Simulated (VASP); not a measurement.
Input of a VASP 6.6.1 run:

File POSCAR:

```
CuO
1.0
    2.8946256069     -0.0191074428     -0.0042973275
    0.0201720155      2.8945727041     -0.0042752928
    0.0097477525      0.0096407103      5.1233323701
Cu O
2 2
Direct
    0.0000000000      0.5000000000      0.0000000000
    0.5000000000      0.0000000000      0.5000000000
    0.9998472086      0.0001528715      0.7500023045
    0.0001527914      0.9998471285      0.2499976955
```

File INCAR.step1:

```
SYSTEM = CuO
PREC = Accurate ; ENCUT = 520
ISMEAR = -1 ; SIGMA = 0.05
LREAL = .FALSE. ; LASPH = .TRUE.
NELM = 60 ; NBANDS = 25
GGA = PE ; ALGO = Normal
EDIFF = 1E-4 ; LWAVE = .TRUE.
LCHARG = .FALSE.
```

INCAR.step2

```
SYSTEM = CuO
PREC = Accurate ; ENCUT = 520
EDIFF = 1E-6 ; ISMEAR = -1
SIGMA = 0.05 ; LREAL = .FALSE.
LASPH = .TRUE. ; NELM = 60
ALGO = Normal ; ISIF = 2
LWAVE = .FALSE. ; LCHARG = .FALSE.
METAGGA = R2SCAN ; LMIXTAU = .TRUE.
NBANDS = 25 ; ISTART = 1
```

The input KPOINTS:

```
Automatic mesh
0
G
  9 9 5
  0 0 0
```

Potentials or basis: VASP PAW PBE potentials, release 64 (Cu, O).

Launch:

```console
$ cat potpaw_PBE.64/Cu/POTCAR potpaw_PBE.64/O/POTCAR > POTCAR
$ cp INCAR.step1 INCAR
$ mpirun -np 1 vasp_std > vasp.out
$ cp INCAR.step2 INCAR
$ mpirun -np 1 vasp_std > vasp.out
```

**Question.** Estimate the pressure.

**Answer.** 1.0 GPa.

**Question.** Predict the band gap on the k mesh.

**Answer.** Zero (bands 17 and 18 overlap by 0.97 eV).

Stress tensor (GPa, compression positive):
```
0.89 0.00 0.00
0.00 0.89 0.00
0.00 0.00 1.28
```

Caveat: the PAW data sets were made with another functional, which shifts forces and pressure a little; semilocal functionals often make such compounds metallic where correlation or magnetic order opens a gap, which also shifts bond lengths. With open d or f shells a metallic result of r2SCAN can be an artefact of self-interaction; +U or a hybrid may open a gap.
